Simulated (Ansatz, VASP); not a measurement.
**ZnSnN: VASP beside Ansatz**

Contents of INCAR:

```
ALGO = Normal
EDIFF = 1E-6
EDIFFG = -0.01
ENCUT = 600
GGA = PE
IBRION = 2
ISIF = 3
ISMEAR = 0
LASPH = True
LCHARG = False
LREAL = False
LWAVE = False
NELM = 100
NSW = 100
PREC = Accurate
SIGMA = 0.1
```

KPOINTS

```
k-points
0
Gamma
  12 12 14
```

The input POSCAR:

```
ZnSnN
1.0
    4.1157524923      0.0000000000      0.0000000000
    0.0000000000      4.1157524923      0.0000000000
    0.0000000000      0.0000000000      3.5787633459
Zn Sn N
1 1 1
Direct
    0.5000000000      0.5000000000      0.5000000000
    0.0000000000      0.0000000000      0.5000000000
    0.5000000000      0.5000000000      0.0000000000
```

Input for Ansatz:

```yaml
crystal:
  lattice:
    - [4.1157524923, 0.0, 0.0]
    - [0.0, 4.1157524923, 0.0]
    - [0.0, 0.0, 3.5787633459]
  atoms:
    - { symbol: Zn, position: [0.5, 0.5, 0.5] }
    - { symbol: Sn, position: [0.0, 0.0, 0.5] }
    - { symbol: "N", position: [0.5, 0.5, 0.0] }
basis:
  ecutwfc: 420
kpoints:
  mp_grid: { grid: [12, 12, 14] }
hamiltonian:
  xc: pbe
scf:
  occupations: { method: gaussian, width: 0.1 }
output:
  forces: true
  stress: true
  eigenvalues: true
relax:
  adjacent_minimum: "off"
  f_tol: 0.01
  max_steps: 80
  cell: { stress_tol: 0.05 }
```

Alike in both runs: task relaxation of cell and atoms; functional PBE; k mesh 12 × 12 × 14; occupations gaussian, width 0.1 eV; no spin polarisation.

|  | VASP | Ansatz |
| --- | --- | --- |
| version | VASP 6.6.1 | Ansatz 0.2.0 |
| potentials or method | VASP PAW PBE potentials, release 64 (Zn, Sn_d, N), cutoff 600 eV | scalar-relativistic, plane waves, PAW |
| valence electrons in the cell | 31 | 31 |

|  | VASP | Ansatz | Ansatz less VASP |
| --- | --- | --- | --- |
| gap on the k mesh at the Fermi level, each at its own relaxed structure (eV) | none | none | - |
| relaxed volume (Å³/atom) | 20.32 | 20.36 | +0.041 |
| relaxed length of the cell vector where the two differ most in proportion (Å) | 3.593 | 3.576 | -0.0164 |

A gap of «none» marks a metal or a gap that the smearing closes.
